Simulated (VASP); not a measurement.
CoSn, 4 atoms in the cell. Symmetry: P6_3/mmc, No. 194, hexagonal system. The conventional cell has a = 4.398 Å, b = 4.398 Å, c = 5.025 Å, α = 90.00°, β = 90.00°, γ = 120.00°. Co (site symmetry -6m2) has 5 Sn at 2.51 to 2.54 Å within 3.3 Å. Sn (site symmetry -6m2) has 5 Co at 2.51 to 2.54 Å within 3.3 Å. 

| Item | Value |
| --- | --- |
| Program | VASP 6.6.1 |
| Task | single point |
| Functional | PBE |
| Potentials or basis | VASP PAW PBE potentials, release 64 (Co, Sn_d) |
| Cutoff | 520 eV |
| k mesh | 12 × 12 × 10 |
| Occupations | gaussian, width 0.1 eV |
| Spin | no spin polarisation |
| Dipole correction | no |
| Further INCAR settings | ALGO = Fast; EDIFF = 1e-06; NBANDS = 31 |

Potentials or basis: VASP PAW PBE potentials, release 64 (Co, Sn_d).

Run with:

```console
$ cat potpaw_PBE.64/Co/POTCAR potpaw_PBE.64/Sn_d/POTCAR > POTCAR
$ mpirun -np 1 vasp_std > vasp.out
```

Hardware: 1 thread of Intel(R) Xeon(R) 6975P-C (Granite Rapids) (shared host).

Problem. How long does it take, and how much memory?

Solution. Wall time 2.9 min on 1 thread of Intel(R) Xeon(R) 6975P-C (Granite Rapids), on a shared host, peak memory 0.4 GiB. Counts: scf iterations 16, k points 114.
